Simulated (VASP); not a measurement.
# C18N in VASP: single point with LDA

Aim: the single point of C18N with LDA.

Everything below comes from runs of VASP 6.6.1. Logs are shortened: lines on timing, memory, paths and dates and some standing lists are left out, and cuts for length are marked.

## Step 1: The cell of the first run

The cell holds a slab with vacuum, 19 atoms: a = 7.398 Å, b = 7.398 Å, c = 11.000 Å, α = 90.00°, β = 90.00°, γ = 120.00°.

## Step 2: Single point, LDA, collinear spin, ferromagnetic start

Input file INCAR:

```
ALGO = Normal ; EDIFF = 1E-6
ENCUT = 520 ; GGA = CA
ISIF = 2 ; ISMEAR = 0
ISPIN = 2 ; LASPH = T
LCHARG = F ; LORBIT = 11
LREAL = Auto ; LWAVE = F
MAGMOM = 0 0 0 0 0 0 0 0 0 0 0 0 0 0 0 0 0 0 0.25 ; NBANDS = 58
NELM = 150 ; PREC = Accurate
SIGMA = 0.05
```

Input file KPOINTS:

```
k-points
0
Gamma
  2 2 1
```

Input file POSCAR:

```
C18N
1.0
    7.3980000000      0.0000000000      0.0000000000
   -3.6990000000      6.4068560000      0.0000000000
    0.0000000000      0.0000000000     11.0000000000
C N
18 1
Direct
   -0.0028732331     -0.0089324623      0.0889511818
    0.2167891407      0.1076958808      0.0876331818
   -0.0040935534      0.3290781001      0.1057639091
    0.2179502965      0.4417456862      0.1049049091
   -0.0006909450      0.6598665555      0.0879696364
    0.2208831192      0.7732182524      0.0918508182
    0.3282798808     -0.0023537286      0.0809112727
    0.5455319691      0.1137322269      0.0721643636
    0.3295732205      0.3297052408      0.0945270000
    0.5515210499      0.4425365577      0.0872709091
    0.3306207747      0.6637965642      0.1057065455
    0.5620491830      0.7801608152      0.1077473636
    0.6574726198      0.0025080945      0.0823080000
    0.8798507057      0.0980120359      0.1071122727
    0.6615201084      0.3309837149      0.0810072727
    0.8859342334      0.4383913108      0.0921544545
    0.6682905727      0.6622269956      0.0886391818
    0.8883687274      0.7708261275      0.0840377273
    0.6915685577      0.9667640415      0.2093400909
```

Potentials or basis: VASP PAW LDA potentials, release 64 (C, N).

Command:

```console
cat potpaw_LDA.64/C/POTCAR potpaw_LDA.64/N/POTCAR > POTCAR
mpirun -np 1 vasp_std > vasp.out
```

OUTCAR:

```text
EDIFF = 1E-6
   ENCUT = 520
   GGA = CA
   ISIF = 2
   ISMEAR = 0
   ISPIN = 2
   LASPH = T
   LORBIT = 11
   LREAL = Auto
   NELM = 150
   PREC = Accurate

 ion  position               nearest neighbor table
   1  0.997  0.991  0.089-   2 1.41  18 1.41  14 1.45
   2  0.217  0.108  0.088-   1 1.41   7 1.42   9 1.42
   3  0.996  0.329  0.106-  16 1.41   4 1.42  14 1.48
   4  0.218  0.442  0.105-   3 1.42  11 1.42   9 1.44
   5  0.999  0.660  0.088-  16 1.42   6 1.42  18 1.42
   6  0.221  0.773  0.092-  11 1.41   5 1.42   7 1.44
   7  0.328  0.998  0.081-   8 1.40   2 1.42   6 1.44
   8  0.546  0.114  0.072-   7 1.40  15 1.40  13 1.43
   9  0.330  0.330  0.095-  10 1.42   2 1.42   4 1.44
  10  0.552  0.443  0.087-  17 1.41  15 1.42   9 1.42
  11  0.331  0.664  0.106-   6 1.41   4 1.42  12 1.48
  12  0.562  0.780  0.108-  17 1.45  13 1.46  11 1.48  19 1.66
  13  0.657  0.003  0.082-   8 1.43  14 1.46  12 1.46  19 1.47
  14  0.880  0.098  0.107-   1 1.45  13 1.46   3 1.48  19 1.67
  15  0.662  0.331  0.081-   8 1.40  10 1.42  16 1.44
  16  0.886  0.438  0.092-   3 1.41   5 1.42  15 1.44
  17  0.668  0.662  0.089-  10 1.41  18 1.41  12 1.45
  18  0.888  0.771  0.084-  17 1.41   1 1.41   5 1.42
  19  0.692  0.967  0.209-  13 1.47  12 1.66  14 1.67

  LATTYP: Found a hexagonal cell.
 ALAT       =     7.3980000000
 C/A-ratio  =     1.4868883482

  Lattice vectors:

 A1 = (   7.3980000000,   0.0000000000,   0.0000000000)
 A2 = (  -3.6990000000,   6.4068560000,   0.0000000000)
 A3 = (   0.0000000000,   0.0000000000,  11.0000000000)

Analysis of symmetry for initial positions (statically):
=====================================================================
 Subroutine PRICEL returns:
 Original cell was already a primitive cell.

 Routine SETGRP: Setting up the symmetry group for a
 hexagonal supercell.

 Subroutine GETGRP returns: Found  1 space group operations
 (whereof  1 operations were pure point group operations)
 out of a pool of 24 trial point group operations.

The static configuration has the point symmetry C_1 .

Analysis of symmetry for dynamics (positions and initial velocities):
=====================================================================
 Subroutine PRICEL returns:
 Original cell was already a primitive cell.

 Routine SETGRP: Setting up the symmetry group for a
 hexagonal supercell.

 Subroutine GETGRP returns: Found  1 space group operations
 (whereof  1 operations were pure point group operations)
 out of a pool of 24 trial point group operations.

The dynamic configuration has the point symmetry C_1 .

Analysis of structural, dynamic, and magnetic symmetry:
=====================================================================
 Subroutine PRICEL returns:
 Original cell was already a primitive cell.

 Routine SETGRP: Setting up the symmetry group for a
 hexagonal supercell.

 Subroutine GETGRP returns: Found  1 space group operations
 (whereof  1 operations were pure point group operations)
 out of a pool of 24 trial point group operations.

The overall configuration has the point symmetry C_1 .

 Subroutine INISYM returns: Found  1 space group operations
 (whereof  1 operations are pure point group operations),
 and found     1 'primitive' translations

----------------------------------------------------------------------------------------

                                     Primitive cell

  volume of cell :     521.3771

  direct lattice vectors                    reciprocal lattice vectors
     7.398000000  0.000000000  0.000000000     0.135171668  0.078041398  0.000000000
    -3.699000000  6.406856000  0.000000000     0.000000000  0.156082796  0.000000000
     0.000000000  0.000000000 11.000000000     0.000000000  0.000000000  0.090909091

  length of vectors
     7.398000000  7.398000054 11.000000000     0.156082797  0.156082796  0.090909091

  position of ions in fractional coordinates (direct lattice)
     0.997126767  0.991067538  0.088951182
     0.216789141  0.107695881  0.087633182
     0.995906447  0.329078100  0.105763909
     0.217950296  0.441745686  0.104904909
     0.999309055  0.659866556  0.087969636
     0.220883119  0.773218252  0.091850818
[... 11 lines left out ...]
     0.888368727  0.770826128  0.084037727
     0.691568558  0.966764041  0.209340091
[... 59 lines left out ...]
   dimension x,y,z NGXF=   112 NGYF=  112 NGZF=  168
   ions per type =              18   1
   NGX,Y,Z   is equivalent  to a cutoff of  12.58, 12.58, 12.70 a.u.
   NGXF,Y,Z  is equivalent  to a cutoff of  25.17, 25.17, 25.39 a.u.
 SYSTEM =  unknown system
   PREC   = accura    normal or accurate (medium, high low for compatibility)
   ISTART =      0    job   : 0-new  1-cont  2-samecut
   ICHARG =      2    charge: 1-file 2-atom 10-const
   ISPIN  =      2    spin polarized calculation?
   LNONCOLLINEAR =      F non collinear calculations
   LSORBIT =      F    spin-orbit coupling
   LASPH  =      T    aspherical Exc in radial PAW
   ENCUT  =  520.0 eV  38.22 Ry    6.18 a.u.  13.76 13.76 20.45*2*pi/ulx,y,z
   NELM   =    150;   NELMIN=  2; NELMDL= -5     # of ELM steps
   EDIFF  = 0.1E-05   stopping-criterion for ELM
   LREAL  =      T    real-space projection
   EDIFFG = 0.1E-04   stopping-criterion for IOM
   NSW    =      0    number of steps for IOM
   IBRION =     -1    ionic relax: 0-MD 1-quasi-New 2-CG
   NFREE  =      0    steps in history (QN), initial steepest desc. (CG)
   ISIF   =      2    stress and relaxation
   ISYM   =      2    0-nonsym 1-usesym 2-fastsym
   POTIM  = 0.5000    time-step for ionic-motion
   TEBEG  =    0.0;   TEEND  =   0.0 temperature during run
   PSTRESS=    0.0 pullay stress
   NELECT =      77.0000    total number of electrons
   NUPDOWN=      -1.0000    fix difference up-down
   EMIN   =  10.00;   EMAX   =-10.00  energy-range for DOS
   EFERMI =   0.00;   METHOD = LEGACY
   ISMEAR =     0;   SIGMA  =   0.05  broadening in eV -4-tet -1-fermi 0-gaus
   EFERMI_NEDOS =   21; number of points for ismear=-14 and -15
   IALGO  =     38    algorithm
   IMIX   =      4    mixing-type and parameters
     AMIX     =   0.40;   BMIX     =  1.00
     AMIX_MAG =   1.60;   BMIX_MAG =  1.00
  volume/ion in A,a.u.               =      27.44       185.18
  Fermi-wavevector in a.u.,A,eV,Ry     =   0.865342  1.635259 10.188269  0.748817
  Thomas-Fermi vector in A             =   1.983571
   LORBIT       =     11    0 simple, 1 ext, 2 COOP (PROOUT), +10 PAW based schemes
   GGA     = CA    functional components
   LHFCALC =     F    Hartree Fock is set to
   AEXX    =    0.0000 exact exchange contribution
   IVDW    =     0    specifies the selected vdW correction
   LEPSILON=     F    determine dielectric tensor
   LRPA    =     F    only Hartree local field effects (RPA)
 spin polarized calculation
 Gauss-broadening in eV      SIGMA  =   0.05
  energy-cutoff  :      520.00
  volume of cell :      521.38
 maximum number of plane-waves:     14099
 NGX is ok and might be reduce to    56
   NGX = 27   NGY = 27   NGZ = 41

 number of electron      77.0000001 magnetization       0.9989784

 Free energy of the ion-electron system (eV)
  ---------------------------------------------------
  ext. energy  EPLUGINS =         0.00000000
  ---------------------------------------------------
  free energy    TOTEN  =      -185.14853333 eV

  energy without entropy =     -185.14841546  energy(sigma->0) =     -185.14847439

 E-fermi :  -1.8841     XC(G=0):  -4.1906

 val. band max:       -1.9860311091   @ k =   0.5000   0.5000   0.0000
 cond. band min:      -1.7776337623   @ k =   0.5000  -0.0000   0.0000
 fundamental gap:      0.2083973468
 Fermi energy:        -1.8841487709

 spin component 1

 k-point     1 :       0.0000    0.0000    0.0000
  band No.  band energies     occupation
      1     -23.2352      1.00000
      2     -20.6026      1.00000
      3     -18.8498      1.00000
      4     -18.7516      1.00000
      5     -18.7093      1.00000
      6     -18.6487      1.00000
[... 201 lines left out ...]
     49       4.0315      0.00000
     50       4.3008      0.00000
 Fermi energy:        -1.8841487709

 spin component 2

 k-point     1 :       0.0000    0.0000    0.0000
  band No.  band energies     occupation
      1     -23.1388      1.00000
      2     -20.5411      1.00000
      3     -18.7960      1.00000
      4     -18.6743      1.00000
      5     -18.6422      1.00000
      6     -18.5855      1.00000
[... 201 lines left out ...]
     49       4.0599      0.00000
     50       4.3509      0.00000
 [bands above 50 left out]

------------------------ aborting loop because EDIFF is reached ----------------------------------------

  FORCE on cell =-STRESS in cart. coord.  units (eV):
  Direction    XX          YY          ZZ          XY          YZ          ZX
  --------------------------------------------------------------------------------------
  -------------------------------------------------------------------------------------
  Total       -3.5215679    -10.9201177      0.1520922     -6.4173648     -0.0685190     -0.0272100
  in kB      -10.8216796    -33.5572164      0.4673751    -19.7203826     -0.2105570     -0.0836157
  external PRESSURE =     -14.6371736 kB  Pullay stress =       0.0000000 kB

 VOLUME and BASIS-vectors are now :
 -----------------------------------------------------------------------------
  energy-cutoff  :      520.00
  volume of cell :      521.38
      direct lattice vectors                 reciprocal lattice vectors
     7.398000000  0.000000000  0.000000000     0.135171668  0.078041398  0.000000000
    -3.699000000  6.406856000  0.000000000     0.000000000  0.156082796  0.000000000
     0.000000000  0.000000000 11.000000000     0.000000000  0.000000000  0.090909091

 POSITION                                       TOTAL-FORCE (eV/Angst)
 -----------------------------------------------------------------------------------
      3.71078      6.34963      0.97846         0.007522      0.010865     -0.010855
      1.20544      0.68999      0.96396         0.003272      0.009632     -0.003790
      6.15046      2.10836      1.16340        -0.001555     -0.016981      0.003516
     -0.02162      2.83020      1.15395        -0.007299      0.000316      0.025398
      4.95204      4.22767      0.96767         0.007034      0.007059      0.018326
     -1.22604      4.95390      1.01036         0.003793      0.018504      0.023716
[... 11 lines left out ...]
      3.72087      4.93857      0.92442         0.010025      0.005652      0.007515
      1.54016      6.19392      2.30274        -0.022153     -0.039874      0.201794
 -----------------------------------------------------------------------------------
    total drift:                                0.007528     -0.005523     -0.004723

  FREE ENERGIE OF THE ION-ELECTRON SYSTEM (eV)
  ---------------------------------------------------
  free  energy   TOTEN  =      -185.1485333262 eV

  energy  without entropy=     -185.1484154622  energy(sigma->0) =     -185.14847439

 total charge

# of ion       s       p       d       tot
------------------------------------------
    1        0.854   1.794   0.000   2.648
    2        0.855   1.798   0.000   2.653
    3        0.845   1.771   0.000   2.616
    4        0.851   1.775   0.000   2.626
    5        0.855   1.795   0.000   2.649
    6        0.852   1.783   0.000   2.635
[... 11 lines left out ...]
   18        0.855   1.809   0.000   2.664
   19        1.314   2.279   0.000   3.593
--------------------------------------------------
tot         16.613  34.447   0.000  51.059

 magnetization (x)

# of ion       s       p       d       tot
------------------------------------------
    1        0.004   0.096   0.000   0.100
    2       -0.002  -0.016   0.000  -0.018
    3        0.003   0.067   0.000   0.070
    4       -0.002  -0.015   0.000  -0.017
    5        0.000   0.008   0.000   0.008
    6       -0.001  -0.012   0.000  -0.013
[... 11 lines left out ...]
   18       -0.002  -0.017   0.000  -0.019
   19        0.003   0.129   0.000   0.131
--------------------------------------------------
tot          0.012   0.550   0.000   0.562
```

It took 17 min on 1 thread of Oxide Virtual Turin-like, shared host; peak memory 0.49 GiB.

Results:

```
Free energy                                           : -185.1485 eV
Largest force                                         : 0.217 eV/Å
Band gap on the k mesh                                : 0.21 eV (least direct gap 0.28 eV)
Net moment                                            : 1.00 μB per cell
Site moments                                          : C +0.10, -0.02, +0.07, +0.01, -0.01, +0.06, +0.08, +0.03 (each value once); N +0.13 μB
Valence electrons inside the program's atomic spheres : C 2.65, 2.62, 2.63, 2.68, 2.56, 2.67, 2.66 (each value once); N 3.59
```

Forces in eV/Å, atoms in the order of the input:
```
C    0.008  0.011 -0.011
C    0.003  0.010 -0.004
C   -0.002 -0.017  0.004
C   -0.007  0.000  0.025
C    0.007  0.007  0.018
C    0.004  0.019  0.024
C    0.003  0.005 -0.011
C    0.012  0.002 -0.049
C   -0.002  0.005  0.012
C    0.002  0.008  0.022
C    0.001 -0.006  0.027
C   -0.014 -0.061 -0.022
C   -0.060  0.027 -0.207
C    0.037  0.016 -0.018
C    0.014  0.011 -0.030
C    0.002  0.002 -0.012
C    0.004 -0.003  0.022
C    0.010  0.006  0.008
N   -0.022 -0.040  0.202
```

Caveat: the k points lie up to 0.49 Å⁻¹ apart; there is no dipole correction, which matters where the two faces differ.
